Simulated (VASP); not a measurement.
# Ta2N (P1) in VASP: single point with PBE

Aim: the single point of Ta2N with PBE.

Program: VASP 6.6.1. These are calculated values, not measurements. Logs are shortened: lines on timing, memory, paths and dates and some standing lists are left out, and cuts for length are marked.

### Step 1. The cell of the first run

The typed cell holds 3 atoms: a = 3.113 Å, b = 3.113 Å, c = 4.870 Å, α = 90.00°, β = 90.00°, γ = 120.00°.

### Step 2. Single point, PBE (one atom moved)

INCAR

```
SYSTEM = Ta2N
  PREC = Accurate
  ENCUT = 520
  EDIFF = 1E-6
  ISMEAR = 0
  SIGMA = 0.1
  LREAL = .False.
  LASPH = .True.
  NELM = 80
  ALGO = Normal
  ISIF = 2
  LWAVE = .False.
  LCHARG = .False.
  GGA = PE
  NBANDS = 20
```

KPOINTS

```
regular mesh
0
Gamma
  15 15 8
  0 0 0
```

POSCAR

```
Ta2N
1.0
    3.1128615060      0.0000000000      0.0000000000
   -1.5564307530      2.6958171426      0.0000000000
    0.0000000000      0.0000000000      4.8698410000
Ta N
2 1
Direct
    0.6666666667      0.3333333333      0.7452890000
    0.3825344184      0.7137655585      0.2549492008
    0.0000000000      0.0000000000      0.0000000000
```

Potentials or basis: VASP PAW PBE potentials, release 64 (Ta_pv, N).

Launch:

```
cat potpaw_PBE.64/Ta_pv/POTCAR potpaw_PBE.64/N/POTCAR > POTCAR
mpirun -np 1 vasp_std > vasp.out
```

OUTCAR:

```text
SYSTEM = Ta2N
   PREC = Accurate
   ENCUT = 520
   EDIFF = 1E-6
   ISMEAR = 0
   LREAL = .False.
   LASPH = .True.
   NELM = 80
   ISIF = 2
   GGA = PE

 ion  position               nearest neighbor table
   1  0.667  0.333  0.745-   3 2.18   3 2.18   3 2.18   2 2.92   2 2.99   2 2.99   2 3.06   2 3.07
                             2 3.14
   2  0.383  0.714  0.255-   3 2.08   3 2.19   3 2.29   1 2.92   1 2.99   1 2.99   1 3.06   1 3.07
                             1 3.14
   3  0.000  0.000  0.000-   2 2.08   1 2.18   1 2.18   1 2.18   2 2.19   2 2.29

  LATTYP: Found a hexagonal cell.
 ALAT       =     3.1128615060
 C/A-ratio  =     1.5644258476

  Lattice vectors:

 A1 = (   3.1128615060,   0.0000000000,   0.0000000000)
 A2 = (  -1.5564307530,   2.6958171426,   0.0000000000)
 A3 = (   0.0000000000,   0.0000000000,   4.8698410000)

Analysis of symmetry for initial positions (statically):
=====================================================================
 Subroutine PRICEL returns:
 Original cell was already a primitive cell.

 Routine SETGRP: Setting up the symmetry group for a
 hexagonal supercell.

 Subroutine GETGRP returns: Found  1 space group operations
 (whereof  1 operations were pure point group operations)
 out of a pool of 24 trial point group operations.

The static configuration has the point symmetry C_1 .

Analysis of symmetry for dynamics (positions and initial velocities):
=====================================================================
 Subroutine PRICEL returns:
 Original cell was already a primitive cell.

 Routine SETGRP: Setting up the symmetry group for a
 hexagonal supercell.

 Subroutine GETGRP returns: Found  1 space group operations
 (whereof  1 operations were pure point group operations)
 out of a pool of 24 trial point group operations.

The dynamic configuration has the point symmetry C_1 .

 Subroutine INISYM returns: Found  1 space group operations
 (whereof  1 operations are pure point group operations),
 and found     1 'primitive' translations

----------------------------------------------------------------------------------------

                                     Primitive cell

  volume of cell :      40.8663

  direct lattice vectors                    reciprocal lattice vectors
     3.112861506  0.000000000  0.000000000     0.321247829  0.185472520  0.000000000
    -1.556430753  2.695817143  0.000000000     0.000000000  0.370945041  0.000000000
     0.000000000  0.000000000  4.869841000     0.000000000  0.000000000  0.205345513

  length of vectors
     3.112861506  3.112861506  4.869841000     0.370945041  0.370945041  0.205345513

  position of ions in fractional coordinates (direct lattice)
     0.666666667  0.333333333  0.745289000
     0.382534418  0.713765559  0.254949201
     0.000000000  0.000000000  0.000000000

  ion indices of the primitive-cell ions
   primitive index   ion index
                 1           1
                 2           2
                 3           3

----------------------------------------------------------------------------------------

 KPOINTS: regular mesh

Automatic generation of k-mesh.
 Grid dimensions read from file:
 generate k-points for:   15   15    8

 Generating k-lattice:

  Cartesian coordinates                     Fractional coordinates (reciprocal lattice)
     0.021416522  0.012364835  0.000000000     0.066666667  0.000000000  0.000000000
     0.000000000  0.024729669  0.000000000     0.000000000  0.066666667  0.000000000
     0.000000000  0.000000000  0.025668189     0.000000000  0.000000000  0.125000000

  Length of vectors
     0.024729669  0.024729669  0.025668189

  Shift w.r.t. Gamma in fractional coordinates (k-lattice)
     0.000000000  0.000000000  0.000000000

 Subroutine IBZKPT returns following result:
 ===========================================

 Found    901 irreducible k-points:

 Following reciprocal coordinates:
            Coordinates               Weight
  0.000000  0.000000  0.000000      1.000000
  0.066667  0.000000  0.000000      2.000000
  0.000000  0.066667  0.000000      2.000000
 -0.066667  0.066667  0.000000      2.000000
  0.133333  0.000000  0.000000      2.000000
  0.000000  0.133333  0.000000      2.000000
[... 16 lines left out ...]
  0.066667  0.066667  0.000000      2.000000
 -0.066667  0.133333  0.000000      2.000000
 [... further k-points ...]
   k-points           NKPTS =    901   k-points in BZ     NKDIM =    901   number of bands    NBANDS=     20
   number of dos      NEDOS =    301   number of ions     NIONS =      3
   total plane-waves  NPLWV =  20736
   dimension x,y,z NGX =    24 NGY =   24 NGZ =   36
   dimension x,y,z NGXF=    48 NGYF=   48 NGZF=   72
   ions per type =               2   1
   NGX,Y,Z   is equivalent  to a cutoff of  12.82, 12.82, 12.29 a.u.
   NGXF,Y,Z  is equivalent  to a cutoff of  25.63, 25.63, 24.58 a.u.
 SYSTEM =  Ta2N
   PREC   = accura    normal or accurate (medium, high low for compatibility)
   ISTART =      0    job   : 0-new  1-cont  2-samecut
   ICHARG =      2    charge: 1-file 2-atom 10-const
   ISPIN  =      1    spin polarized calculation?
   LNONCOLLINEAR =      F non collinear calculations
   LSORBIT =      F    spin-orbit coupling
   LASPH  =      T    aspherical Exc in radial PAW
   ENCUT  =  520.0 eV  38.22 Ry    6.18 a.u.   5.79  5.79  9.05*2*pi/ulx,y,z
   NELM   =     80;   NELMIN=  2; NELMDL= -5     # of ELM steps
   EDIFF  = 0.1E-05   stopping-criterion for ELM
   LREAL  =      F    real-space projection
   EDIFFG = 0.1E-04   stopping-criterion for IOM
   NSW    =      0    number of steps for IOM
   IBRION =     -1    ionic relax: 0-MD 1-quasi-New 2-CG
   NFREE  =      0    steps in history (QN), initial steepest desc. (CG)
   ISIF   =      2    stress and relaxation
   ISYM   =      2    0-nonsym 1-usesym 2-fastsym
   POTIM  = 0.5000    time-step for ionic-motion
   TEBEG  =    0.0;   TEEND  =   0.0 temperature during run
   PSTRESS=    0.0 pullay stress
   NELECT =      27.0000    total number of electrons
   NUPDOWN=      -1.0000    fix difference up-down
   EMIN   =  10.00;   EMAX   =-10.00  energy-range for DOS
   EFERMI =   0.00;   METHOD = LEGACY
   ISMEAR =     0;   SIGMA  =   0.10  broadening in eV -4-tet -1-fermi 0-gaus
   EFERMI_NEDOS =   21; number of points for ismear=-14 and -15
   IALGO  =     38    algorithm
   IMIX   =      4    mixing-type and parameters
     AMIX     =   0.40;   BMIX     =  1.00
     AMIX_MAG =   1.60;   BMIX_MAG =  1.00
  volume/ion in A,a.u.               =      13.62        91.93
  Fermi-wavevector in a.u.,A,eV,Ry     =   1.425852  2.694469 27.661374  2.033054
  Thomas-Fermi vector in A             =   2.546192
   LORBIT       =      0    0 simple, 1 ext, 2 COOP (PROOUT), +10 PAW based schemes
   GGA     = PE    functional components
   LHFCALC =     F    Hartree Fock is set to
   AEXX    =    0.0000 exact exchange contribution
   IVDW    =     0    specifies the selected vdW correction
   LEPSILON=     F    determine dielectric tensor
   LRPA    =     F    only Hartree local field effects (RPA)
 non-spin polarized calculation
 Gauss-broadening in eV      SIGMA  =   0.10
  energy-cutoff  :      520.00
  volume of cell :       40.87
 maximum number of plane-waves:      1112
   NGX = 11   NGY = 11   NGZ = 19

 number of electron      26.9999998 magnetization

 Free energy of the ion-electron system (eV)
  ---------------------------------------------------
  ext. energy  EPLUGINS =         0.00000000
  ---------------------------------------------------
  free energy    TOTEN  =       -34.31215019 eV

  energy without entropy =      -34.30581017  energy(sigma->0) =      -34.30898018

 E-fermi :   7.4465     XC(G=0): -12.8423

 val. band max:        7.4443660348   @ k =  -0.2000   0.2000   0.0000
 cond. band min:       7.4470070428   @ k =  -0.2000   0.1333   0.0000
 fundamental gap:      0.0026410081
 Fermi energy:         7.4465251386

 k-point     1 :       0.0000    0.0000    0.0000
  band No.  band energies     occupation
      1     -28.2270      2.00000
      2     -27.5284      2.00000
      3     -27.4875      2.00000
      4     -27.4138      2.00000
      5     -27.3521      2.00000
      6     -27.2535      2.00000
[... 12 lines left out ...]
     19       9.0338      0.00000
     20      12.3300      0.00000

 k-point     2 :       0.0667    0.0000    0.0000
  band No.  band energies     occupation
      1     -28.2150      2.00000
      2     -27.5387      2.00000
      3     -27.5140      2.00000
      4     -27.4377      2.00000
      5     -27.3562      2.00000
      6     -27.2571      2.00000
[... 12 lines left out ...]
     19       9.3741      0.00000
     20      12.4061      0.00000

 k-point     3 :       0.0000    0.0667    0.0000
  band No.  band energies     occupation
      1     -28.2129      2.00000
      2     -27.5526      2.00000
      3     -27.5001      2.00000
      4     -27.4175      2.00000
      5     -27.3755      2.00000
      6     -27.2598      2.00000
[... 12 lines left out ...]
     19       9.1602      0.00000
     20      12.2914      0.00000

 k-point     4 :      -0.0667    0.0667    0.0000
  band No.  band energies     occupation
      1     -28.2137      2.00000
      2     -27.5478      2.00000
      3     -27.5039      2.00000
      4     -27.4292      2.00000
      5     -27.3655      2.00000
      6     -27.2587      2.00000
[... 429 lines left out ...]
 k-point    23 :       0.0667    0.0667    0.0000
  band No.  band energies     occupation
      1     -28.1889      2.00000
      2     -27.5854      2.00000
      3     -27.5430      2.00000
      4     -27.4598      2.00000
      5     -27.3803      2.00000
      6     -27.2681      2.00000
[... 12 lines left out ...]
     19       9.7496      0.00000
     20      12.2848      0.00000

 k-point    24 :      -0.0667    0.1333    0.0000
  band No.  band energies     occupation
      1     -28.1849      2.00000
      2     -27.5972      2.00000
      3     -27.5266      2.00000
      4     -27.4323      2.00000
      5     -27.4114      2.00000
      6     -27.2729      2.00000
[... 12 lines left out ...]
     19       9.6264      0.00000
     20      12.1566      0.00000

 [... further k-points ...]

------------------------ aborting loop because EDIFF is reached ----------------------------------------

  FORCE on cell =-STRESS in cart. coord.  units (eV):
  Direction    XX          YY          ZZ          XY          YZ          ZX
  --------------------------------------------------------------------------------------
  -------------------------------------------------------------------------------------
  Total        0.0221832     -0.0746211      0.3620118      0.2336632     -0.4569512     -0.5924350
  in kB        0.8697010     -2.9255466     14.1928060      9.1608538    -17.9149413    -23.2266336
  external PRESSURE =       4.0456534 kB  Pullay stress =       0.0000000 kB

 VOLUME and BASIS-vectors are now :
 -----------------------------------------------------------------------------
  energy-cutoff  :      520.00
  volume of cell :       40.87
      direct lattice vectors                 reciprocal lattice vectors
     3.112861506  0.000000000  0.000000000     0.321247829  0.185472520  0.000000000
    -1.556430753  2.695817143  0.000000000     0.000000000  0.370945041  0.000000000
     0.000000000  0.000000000  4.869841000     0.000000000  0.000000000  0.205345513

 POSITION                                       TOTAL-FORCE (eV/Angst)
 -----------------------------------------------------------------------------------
      1.55643      0.89861      3.62944        -0.022638      0.012875     -0.068366
      0.07985      1.92418      1.24156        -0.682563     -0.765051      0.197397
      0.00000      0.00000      0.00000         0.705201      0.752176     -0.129031
 -----------------------------------------------------------------------------------
    total drift:                                0.000096      0.000089      0.000121

  FREE ENERGIE OF THE ION-ELECTRON SYSTEM (eV)
  ---------------------------------------------------
  free  energy   TOTEN  =       -34.3121501897 eV

  energy  without entropy=      -34.3058101730  energy(sigma->0) =      -34.30898018
```

Wall time 4.3 min (1 thread of Intel Xeon Platinum 8488C (Sapphire Rapids), shared host); peak memory 0.69 GiB.

What came out:

```yaml
Free_energy: -34.3122 eV
Pressure: 0.4 GPa
Largest_force: 1.044 eV/Å
Band_gap_on_the_k_mesh: zero (an odd number of electrons rules out a gap without spin polarisation)
```

Forces on the atoms (eV/Å):
```
Ta  -0.023  0.013 -0.068
Ta  -0.683 -0.765  0.197
N    0.705  0.752 -0.129
```

Levels at points of the mesh, in eV from the Fermi level:
```tsv
k point	band 11	band 12	band 13	band 14	band 15	band 16
(0.00, 0.00, 0.00)	-4.95	-0.94	-0.26	-0.15	0.02	0.44
(0.00, 0.00, 0.50)	-2.86	-2.65	-1.14	-1.01	1.45	1.79
```

Caveat: the cell differs from its parent crystal (one atom moved); spin-orbit coupling is left out, which moves the levels of the heavy elements; forces of over 1 eV/Å act on the atoms, so gaps and moduli don't describe the material at rest.
